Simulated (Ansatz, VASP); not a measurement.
# One calculation of BiTe, two programs

```
CELL_PARAMETERS angstrom
0.00000 3.23500 3.23500
3.23500 0.00000 3.23500
3.23500 3.23500 0.00000
ATOMIC_POSITIONS crystal
Bi 0.00000 0.00000 0.00000
Te 0.50000 0.50000 0.50000
```

Alike in both runs: task relaxation of cell and atoms; functional BLYP; k mesh 7 × 7 × 7; occupations fermi-dirac, width 0.05 eV; no spin polarisation.

|  | VASP | Ansatz |
| --- | --- | --- |
| version | VASP 6.6.1 | Ansatz 0.2.0 |
| potentials or method | VASP PAW PBE potentials, release 64 (Bi_d, Te) | Ansatz PAW |
| plane-wave cutoff (eV) | 600 | 420 |
| valence electrons in the cell | 21 | 31 |

VASP gave:

- gap on the k mesh at the Fermi level, each at its own relaxed structure (eV): none
- relaxed volume (Å³/atom): 37.36
- relaxed cell length with the largest relative difference (Å): 4.728

**Question.** What did Ansatz give for the same quantities?

**Answer.** gap on the k mesh at the Fermi level, each at its own relaxed structure (eV): none; relaxed volume (Å³/atom): 37.25; relaxed cell length with the largest relative difference (Å): 4.723.

VASP's potentials were made for PBE, not for BLYP. A gap of «none» marks a metal or a gap that the smearing closes. VASP's potentials hold 21 valence electrons a cell and Ansatz's 31, so a difference there can come from the potentials and not from the codes.

Spin-orbit coupling is off throughout. Noted on Ansatz's run: the plane-wave basis is chosen anew once the cell has moved, so the energies of steps on either side of that aren't comparable.
